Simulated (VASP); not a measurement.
# Al2Cu (Pmm2) in VASP: a series of runs, part 2 of 2

VASP 6.6.1. Earlier steps stand in the parts before.

## 3. Single point, PBEsol (mode 4 frozen in at -0.148 Å, strain +e along z and -e/2 along x and y +0.0233)

Contents of INCAR:

```
SYSTEM = Al2Cu
  PREC = Accurate
  ENCUT = 520
  EDIFF = 1E-7
  ISMEAR = 0
  SIGMA = 0.15
  LREAL = .False.
  LASPH = .True.
  NELM = 100
  ALGO = Fast
  ISIF = 2
  LWAVE = .False.
  LCHARG = .True.
  GGA = PS
  LELF = .True.
  LVHAR = .True.
  NBANDS = 16
```

Contents of KPOINTS:

```
regular mesh
0
Gamma
  10 10 14
  0 0 0
```

Contents of POSCAR:

```
Al2Cu
1.0
    4.0366268726      0.0000000000      0.0000000000
    0.0000000000      4.0366268726      0.0000000000
    0.0000000000      0.0000000000      2.9122037200
Al Cu
2 1
Direct
    0.5024873978      0.0000000000      0.5000000000
   -0.0363105904      0.5000000000      0.5000000000
    0.0143612780      0.0000000000      0.0000000000
```

Potentials or basis: VASP PAW PBE potentials, release 64 (Al, Cu).

Launch:

```console
cat potpaw_PBE.64/Al/POTCAR potpaw_PBE.64/Cu/POTCAR > POTCAR
mpirun -np 1 vasp_std > vasp.out
```

OUTCAR:

```text
SYSTEM = Al2Cu
   PREC = Accurate
   ENCUT = 520
   EDIFF = 1E-7
   ISMEAR = 0
   LREAL = .False.
   LASPH = .True.
   NELM = 100
   ISIF = 2
   GGA = PS

 ion  position               nearest neighbor table
   1  0.502  0.000  0.500-   3 2.45   3 2.45   3 2.53   3 2.53   2 2.75   2 2.75   2 2.97   2 2.97

   2  0.964  0.500  0.500-   3 2.50   3 2.50   3 2.50   3 2.50   1 2.75   1 2.75   1 2.97   1 2.97

   3  0.014  0.000  0.000-   1 2.45   1 2.45   2 2.50   2 2.50   2 2.50   2 2.50   1 2.53   1 2.53

  LATTYP: Found a simple tetragonal cell.
 ALAT       =     4.0366268726
[... 645 lines left out ...]
     15      16.8681      0.00000
     16      18.8880      0.00000

 [... further k-points ...]
[... 5 lines left out ...]
  --------------------------------------------------------------------------------------
  -------------------------------------------------------------------------------------
  Total        0.6867961      0.5624261     -0.6706248      0.0000000      0.0000000      0.0000000
  in kB       23.1888634     18.9896543    -22.6428557      0.0000000      0.0000000      0.0000000
  external PRESSURE =       6.5118873 kB  Pullay stress =       0.0000000 kB

 VOLUME and BASIS-vectors are now :
 -----------------------------------------------------------------------------
  energy-cutoff  :      520.00
  volume of cell :       47.45
      direct lattice vectors                 reciprocal lattice vectors
     4.036626873  0.000000000  0.000000000     0.247731592  0.000000000  0.000000000
     0.000000000  4.036626873  0.000000000     0.000000000  0.247731592  0.000000000
     0.000000000  0.000000000  2.912203720     0.000000000  0.000000000  0.343382571

 POSITION                                       TOTAL-FORCE (eV/Angst)
 -----------------------------------------------------------------------------------
      2.02835      0.00000      1.45610        -0.083691      0.000000      0.000000
      3.89005      2.01831      1.45610         0.395756      0.000000      0.000000
      0.05797      0.00000      0.00000        -0.312065      0.000000      0.000000
 -----------------------------------------------------------------------------------
    total drift:                               -0.000184     -0.000000     -0.000012

  FREE ENERGIE OF THE ION-ELECTRON SYSTEM (eV)
  ---------------------------------------------------
  free  energy   TOTEN  =       -12.5219112380 eV

  energy  without entropy=      -12.5121073393  energy(sigma->0) =      -12.51700929
```

stdout:

```text
POSCAR found type information on POSCAR AlCu
 POSCAR found :  2 types and       3 ions
 scaLAPACK will be used
 -----------------------------------------------------------------------------
|                                                                             |
|                                                                             |
|     You enforced a specific xc type in the INCAR file but a different       |
|     I HOPE YOU KNOW WHAT YOU ARE DOING!                                     |
|                                                                             |
 -----------------------------------------------------------------------------

 LDA part: xc-table for (Slater+PW92), standard interpolation
 POSCAR, INCAR and KPOINTS ok, starting setup
 FFT: planning ... GRIDC
 FFT: planning ... GRID_SOFT
 FFT: planning ... GRID
 WAVECAR not read
 entering main loop
```

It took 1.9 min on 1 thread of Intel Xeon 6975P-C (Granite Rapids), shared host; peak memory 0.32 GiB.

Results:

```yaml
Free_energy: -12.5219 eV
Pressure: 0.7 GPa
Largest_force: 0.396 eV/Å
```

Forces in eV/Å, atoms in the order of the input:
```
Al  -0.084  0.000  0.000
Al   0.396  0.000  0.000
Cu  -0.312  0.000  0.000
```

Stress tensor (GPa, compression positive):
```
 2.32  0.00  0.00
 0.00  1.90  0.00
 0.00  0.00 -2.26
```

Levels at points of the mesh, in eV from the Fermi level:
| k point | band 6 | band 7 | band 8 | band 9 | band 10 | band 11 | band 12 | band 13 |
| --- | --- | --- | --- | --- | --- | --- | --- | --- |
| (0.00, 0.00, 0.00) | -4.07 | -2.23 | -2.22 | 0.27 | 0.96 | 5.59 | 6.54 | 6.73 |
| (0.50, 0.00, 0.00) | -4.13 | -4.06 | -0.83 | 1.74 | 1.87 | 2.40 | 7.05 | 8.64 |
| (0.00, 0.50, 0.00) | -4.11 | -4.08 | -0.87 | 1.42 | 2.30 | 2.35 | 7.03 | 8.64 |
| (0.50, 0.50, 0.00) | -4.14 | -4.12 | -4.10 | -2.42 | 8.69 | 8.69 | 8.98 | 9.95 |
| (0.00, 0.00, 0.50) | -4.05 | -3.07 | 2.41 | 2.52 | 2.59 | 2.87 | 3.14 | 3.27 |
| (0.50, 0.00, 0.50) | -4.11 | -3.12 | -2.50 | -1.77 | 3.47 | 4.20 | 4.70 | 5.21 |
| (0.00, 0.50, 0.50) | -4.08 | -3.03 | -2.54 | -1.77 | 3.78 | 4.12 | 4.39 | 5.26 |
| (0.50, 0.50, 0.50) | -3.55 | -2.22 | -2.14 | -1.14 | -0.91 | -0.04 | 0.11 | 2.37 |

Caveat: the cell differs from its parent crystal (mode 4 frozen in at -0.148 Å, strain +e along z and -e/2 along x and y +0.0233); the PAW data sets were made with another functional, which shifts forces and pressure a little.

## 4. Single point, PBEsol (mode 4 frozen in at -0.148 Å, strain +e along z and -e/2 along x and y -0.0467)

Contents of INCAR:

```
PREC = Accurate ; ENCUT = 520
EDIFF = 1E-6 ; ISMEAR = 0
SIGMA = 0.15 ; LREAL = F
LASPH = T ; NELM = 80
ALGO = Fast ; ISIF = 2
LWAVE = F ; LCHARG = F
GGA = PS ; NBANDS = 16
```

Contents of KPOINTS:

```
regular mesh
0
Gamma
  10 10 14
```

Contents of POSCAR:

```
Al2Cu
1.0
    4.1795741489      0.0000000000      0.0000000000
    0.0000000000      4.1795741489      0.0000000000
    0.0000000000      0.0000000000      2.7129911133
Al Cu
2 1
Direct
    0.5024873978      0.0000000000      0.5000000000
   -0.0363105904      0.5000000000      0.5000000000
    0.0143612780      0.0000000000      0.0000000000
```

Launch:

```console
cat potpaw_PBE.64/Al/POTCAR potpaw_PBE.64/Cu/POTCAR > POTCAR
mpirun -np 1 vasp_std > vasp.out
```

Run time: 68 s. Hardware: 1 thread of Intel Xeon 6975P-C (Granite Rapids), shared host; peak memory 0.32 GiB.

It converged, with:

| Item | Value |
| --- | --- |
| Free energy | -12.5087 eV |
| Pressure | 1.3 GPa |
| Largest force | 0.283 eV/Å |

Forces on the atoms (eV/Å):
```
Al   0.055  0.000  0.000
Al   0.228  0.000  0.000
Cu  -0.283  0.000  0.000
```

Stress tensor (GPa, compression positive):
```
 0.17  0.00  0.00
 0.00 -0.73  0.00
 0.00  0.00  4.45
```

Levels at points of the mesh, in eV from the Fermi level:
```csv
k point,band 6,band 7,band 8,band 9,band 10,band 11,band 12,band 13
"(0.00, 0.00, 0.00)",-4.06,-2.84,-2.83,-0.67,0.41,5.29,5.45,6.61
"(0.50, 0.00, 0.00)",-4.09,-4.05,-1.59,0.96,1.13,1.45,7.64,9.06
"(0.00, 0.50, 0.00)",-4.07,-4.07,-1.65,0.73,1.23,1.64,7.67,8.90
"(0.50, 0.50, 0.00)",-4.53,-4.09,-4.07,-2.62,8.18,8.19,8.99,9.07
"(0.00, 0.00, 0.50)",-4.22,-2.80,1.87,2.60,2.65,2.72,2.80,3.52
"(0.50, 0.00, 0.50)",-4.29,-3.18,-2.17,-1.36,3.67,3.80,4.88,5.05
"(0.00, 0.50, 0.50)",-4.30,-3.10,-2.20,-1.36,3.71,3.98,4.53,5.13
"(0.50, 0.50, 0.50)",-3.24,-2.47,-2.39,-0.54,-0.46,0.26,0.46,2.34
```

Caveat: the cell differs from its parent crystal (mode 4 frozen in at -0.148 Å, strain +e along z and -e/2 along x and y -0.0467); the PAW data sets were made with another functional, which shifts forces and pressure a little.

## 5. Single point, PBEsol (mode 4 frozen in at -0.297 Å, strain +e along z and -e/2 along x and y +0.0700)

Contents of INCAR:

```
SYSTEM = Al2Cu
PREC = Accurate ; ENCUT = 520
EDIFF = 1E-7 ; ISMEAR = 0
SIGMA = 0.15 ; LREAL = .FALSE.
LASPH = .TRUE. ; NELM = 100
ALGO = Fast ; ISIF = 2
LWAVE = .FALSE. ; LCHARG = .FALSE.
GGA = PS ; NBANDS = 16
```

Contents of KPOINTS:

```
Automatic mesh
0
G
  10 10 14
  0 0 0
```

Contents of POSCAR:

```
Al2Cu
1.0
    3.9412606183      0.0000000000      0.0000000000
    0.0000000000      3.9412606183      0.0000000000
    0.0000000000      0.0000000000      3.0451069876
Al Cu
2 1
Direct
    0.5049764728      0.0000000000      0.5000000000
   -0.0726456654      0.5000000000      0.5000000000
    0.0287322400      0.0000000000      0.0000000000
```

Potentials or basis: VASP PAW PBE potentials, release 64 (Al, Cu).

Launch:

```console
cat potpaw_PBE.64/Al/POTCAR potpaw_PBE.64/Cu/POTCAR > POTCAR
mpirun -np 1 vasp_std > vasp.out
```

OUTCAR:

```text
SYSTEM = Al2Cu
   PREC = Accurate
   ENCUT = 520
   EDIFF = 1E-7
   ISMEAR = 0
   LREAL = .FALSE.
   LASPH = .TRUE.
   NELM = 100
   ISIF = 2
   GGA = PS

 ion  position               nearest neighbor table
   1  0.505  0.000  0.500-   3 2.42   3 2.42   3 2.57   3 2.57   2 2.58   2 2.58   2 3.01   2 3.01

   2  0.927  0.500  0.500-   3 2.52   3 2.52   3 2.52   3 2.52   1 2.58   1 2.58   1 3.01   1 3.01

   3  0.029  0.000  0.000-   1 2.42   1 2.42   2 2.52   2 2.52   2 2.52   2 2.52   1 2.57   1 2.57

  LATTYP: Found a simple tetragonal cell.
 ALAT       =     3.9412606183
[... 646 lines left out ...]
     15      15.9798      0.00000
     16      18.5463      0.00000

 [... further k-points ...]
[... 5 lines left out ...]
  --------------------------------------------------------------------------------------
  -------------------------------------------------------------------------------------
  Total        2.0941609      1.9422638     -1.4450273      0.0000000      0.0000000      0.0000000
  in kB       70.9329087     65.7878881    -48.9456140      0.0000000      0.0000000      0.0000000
  external PRESSURE =      29.2583943 kB  Pullay stress =       0.0000000 kB

 VOLUME and BASIS-vectors are now :
 -----------------------------------------------------------------------------
  energy-cutoff  :      520.00
  volume of cell :       47.30
      direct lattice vectors                 reciprocal lattice vectors
     3.941260618  0.000000000  0.000000000     0.253725926  0.000000000  0.000000000
     0.000000000  3.941260618  0.000000000     0.000000000  0.253725926  0.000000000
     0.000000000  0.000000000  3.045106988     0.000000000  0.000000000  0.328395687

 POSITION                                       TOTAL-FORCE (eV/Angst)
 -----------------------------------------------------------------------------------
      1.99024      0.00000      1.52255        -0.452166      0.000000      0.000000
      3.65495      1.97063      1.52255         1.111133      0.000000      0.000000
      0.11324      0.00000      0.00000        -0.658967      0.000000      0.000000
 -----------------------------------------------------------------------------------
    total drift:                                0.001296     -0.000000     -0.000014

  FREE ENERGIE OF THE ION-ELECTRON SYSTEM (eV)
  ---------------------------------------------------
  free  energy   TOTEN  =       -12.2724801139 eV

  energy  without entropy=      -12.2587788054  energy(sigma->0) =      -12.26562946
```

Run time: 2 min. Hardware: 1 thread of Intel Xeon 6975P-C (Granite Rapids), shared host; peak memory 0.32 GiB.

What came out:

```
Free energy   : -12.2725 eV
Pressure      : 2.9 GPa
Largest force : 1.111 eV/Å
```

Forces in eV/Å, atoms in the order of the input:
```
Al  -0.452  0.000  0.000
Al   1.111  0.000  0.000
Cu  -0.659  0.000  0.000
```

Caveat: the cell differs from its parent crystal (mode 4 frozen in at -0.297 Å, strain +e along z and -e/2 along x and y +0.0700); the PAW data sets were made with another functional, which shifts forces and pressure a little.

## 6. Single point, PBEsol (mode 4 frozen in at -0.445 Å, strain +e along z and -e/2 along x and y -0.0467)

Contents of INCAR:

```
PREC     = Accurate       # precision mode
ENCUT    = 520            # plane-wave cutoff, eV
EDIFF    = 1E-7           # SCF threshold, eV
ISMEAR   = 0              # smearing method
SIGMA    = 0.15           # smearing width, eV
LREAL    = False          # projectors in reciprocal space
LASPH    = True           # aspherical terms in the spheres
NELM     = 100            # most SCF steps
ALGO     = Fast           # electronic algorithm
ISIF     = 2              # what is computed and relaxed
LWAVE    = False          # write WAVECAR
LCHARG   = True           # write CHGCAR
GGA      = PS             # functional
LELF     = True           # ELF
LVHAR    = True         
NBANDS   = 16             # bands
```

Contents of KPOINTS:

```
Automatic mesh
0
Gamma
  10 10 14
```

Contents of POSCAR:

```
Al2Cu
1.0
    4.1795741489      0.0000000000      0.0000000000
    0.0000000000      4.1795741489      0.0000000000
    0.0000000000      0.0000000000      2.7129911133
Al Cu
2 1
Direct
    0.5074638706      0.0000000000      0.5000000000
   -0.1089562558      0.5000000000      0.5000000000
    0.0430935180      0.0000000000      0.0000000000
```

Potentials or basis: VASP PAW PBE potentials, release 64 (Al, Cu).

Launch:

```console
cat potpaw_PBE.64/Al/POTCAR potpaw_PBE.64/Cu/POTCAR > POTCAR
mpirun -np 1 vasp_std > vasp.out
```

OUTCAR:

```text
PREC = Accurate
   ENCUT = 520
   EDIFF = 1E-7
   ISMEAR = 0
   LREAL = False
   LASPH = True
   NELM = 100
   ISIF = 2
   GGA = PS

 ion  position               nearest neighbor table
   1  0.507  0.000  0.500-   3 2.37   3 2.37   3 2.62   3 2.62   2 2.63   2 2.63   2 3.32   2 3.32

   2  0.891  0.500  0.500-   3 2.57   3 2.57   3 2.57   3 2.57   1 2.63   1 2.63   1 3.32   1 3.32

   3  0.043  0.000  0.000-   1 2.37   1 2.37   2 2.57   2 2.57   2 2.57   2 2.57   1 2.62   1 2.62

  LATTYP: Found a simple tetragonal cell.
 ALAT       =     4.1795741489
 C/A-ratio  =     0.6491070661

  Lattice vectors:

 A1 = (   4.1795741489,   0.0000000000,   0.0000000000)
 A2 = (   0.0000000000,   4.1795741489,   0.0000000000)
 A3 = (   0.0000000000,   0.0000000000,   2.7129911133)

Analysis of symmetry for initial positions (statically):
=====================================================================
 Subroutine PRICEL returns:
 Original cell was already a primitive cell.

 Routine SETGRP: Setting up the symmetry group for a
 simple tetragonal supercell.
[... 164 lines left out ...]
  ext. energy  EPLUGINS =         0.00000000
  ---------------------------------------------------
  free energy    TOTEN  =       -12.26512550 eV

  energy without entropy =      -12.25577144  energy(sigma->0) =      -12.26044847

 E-fermi :   7.2567     XC(G=0): -10.5905

 val. band max:        7.2533800227   @ k =   0.2000   0.0000   0.5000
 cond. band min:       7.2617376517   @ k =   0.2000   0.0000   0.0000
 fundamental gap:      0.0083576290
 Fermi energy:         7.2566760168

 k-point     1 :       0.0000    0.0000    0.0000
  band No.  band energies     occupation
      1      -3.4221      2.00000
      2       1.7934      2.00000
      3       2.2496      2.00000
      4       2.9215      2.00000
      5       3.3519      2.00000
      6       3.5056      2.00000
[... 433 lines left out ...]
      3       1.9963      2.00000
      4       2.5695      2.00000
      5       2.8697      2.00000
      6       3.3387      2.00000
[... 8 lines left out ...]
     15      18.7068      0.00000
     16      19.0699      0.00000

 [... further k-points ...]
[... 5 lines left out ...]
  --------------------------------------------------------------------------------------
  -------------------------------------------------------------------------------------
  Total        1.8424720      0.1151356      1.0534713      0.0000000      0.0000000      0.0000000
  in kB       62.2872335      3.8923135     35.6140082      0.0000000      0.0000000      0.0000000
  external PRESSURE =      33.9311851 kB  Pullay stress =       0.0000000 kB

 VOLUME and BASIS-vectors are now :
 -----------------------------------------------------------------------------
  energy-cutoff  :      520.00
  volume of cell :       47.39
      direct lattice vectors                 reciprocal lattice vectors
     4.179574149  0.000000000  0.000000000     0.239258825  0.000000000  0.000000000
     0.000000000  4.179574149  0.000000000     0.000000000  0.239258825  0.000000000
     0.000000000  0.000000000  2.712991113     0.000000000  0.000000000  0.368596858

 POSITION                                       TOTAL-FORCE (eV/Angst)
 -----------------------------------------------------------------------------------
      2.12098      0.00000      1.35650         0.081568      0.000000      0.000000
      3.72418      2.08979      1.35650         0.958469      0.000000      0.000000
      0.18011      0.00000      0.00000        -1.040038      0.000000      0.000000
 -----------------------------------------------------------------------------------
    total drift:                                0.001227     -0.000000     -0.000013

  FREE ENERGIE OF THE ION-ELECTRON SYSTEM (eV)
  ---------------------------------------------------
  free  energy   TOTEN  =       -12.2651255003 eV

  energy  without entropy=      -12.2557714406  energy(sigma->0) =      -12.26044847
```

OSZICAR:

```text
N       E                     dE             d eps       ncg     rms          rms(c)
DAV:   1     0.587406467326E+02    0.58741E+02   -0.65928E+03  9224   0.116E+03
[... 12 lines left out ...]
RMM:  14    -0.122651246967E+02   -0.20278E-04   -0.28642E-04 14356   0.120E-01    0.118E-02
RMM:  15    -0.122651270180E+02   -0.23213E-05   -0.22919E-05 14267   0.337E-02    0.703E-03
RMM:  16    -0.122651262594E+02    0.75860E-06   -0.59400E-06 12315   0.163E-02    0.134E-02
RMM:  17    -0.122651258648E+02    0.39456E-06   -0.93639E-07 11902   0.931E-03    0.677E-03
RMM:  18    -0.122651257166E+02    0.14821E-06   -0.52223E-07 11421   0.100E-02    0.623E-03
RMM:  19    -0.122651254967E+02    0.21993E-06   -0.17381E-07  9151   0.387E-03    0.108E-03
RMM:  20    -0.122651255003E+02   -0.36209E-08   -0.60653E-08  6709   0.392E-03
   1 F= -.12265126E+02 E0= -.12260448E+02  d E =-.935406E-02
```

Run time: 79 s. Hardware: 1 thread of Intel Xeon 6975P-C (Granite Rapids), shared host; peak memory 0.31 GiB.

What came out:

| Quantity | Value |
| --- | --- |
| Free energy | -12.2651 eV |
| Pressure | 3.4 GPa |
| Largest force | 1.040 eV/Å |

Forces in eV/Å, atoms in the order of the input:
```
Al   0.082  0.000  0.000
Al   0.958  0.000  0.000
Cu  -1.040  0.000  0.000
```

Stress tensor (GPa, compression positive):
```
6.23 0.00 0.00
0.00 0.39 0.00
0.00 0.00 3.56
```

Caveat: the cell differs from its parent crystal (mode 4 frozen in at -0.445 Å, strain +e along z and -e/2 along x and y -0.0467); the PAW data sets were made with another functional, which shifts forces and pressure a little.

## 7. Overview

```csv
cell,further INCAR settings,gap on the mesh (eV),pressure (GPa),largest force (eV/Å)
"a = 4.037, b = 4.037, c = 2.912 Å, 3 atoms",ALGO = Fast; EDIFF = 1e-06; NBANDS = 16,none,3.7,1.43
"a = 4.037, b = 4.037, c = 2.912 Å, 3 atoms",ALGO = Fast; EDIFF = 1e-07; NBANDS = 16,none,0.7,0.40
"a = 4.180, b = 4.180, c = 2.713 Å, 3 atoms",ALGO = Fast; EDIFF = 1e-06; NBANDS = 16,none,1.3,0.28
"a = 3.941, b = 3.941, c = 3.045 Å, 3 atoms",ALGO = Fast; EDIFF = 1e-07; NBANDS = 16,none,2.9,1.11
"a = 4.180, b = 4.180, c = 2.713 Å, 3 atoms",ALGO = Fast; EDIFF = 1e-07; NBANDS = 16,none,3.4,1.04
```

Some of these runs hold the atoms at other places in the same cell, which the table doesn't show; runs alike in all that it shows share one row.

Alike in all rows: task single point; level PBEsol; potentials or basis VASP PAW PBE potentials, release 64 (Al, Cu); no spin polarisation; k mesh 10 × 10 × 14; cutoff (eV) 520; smearing gaussian 0.15 eV.

Caveats: the PAW data sets were made with another functional, which shifts forces and pressure a little.

Absolute energies hang on the potentials; compare differences alone.
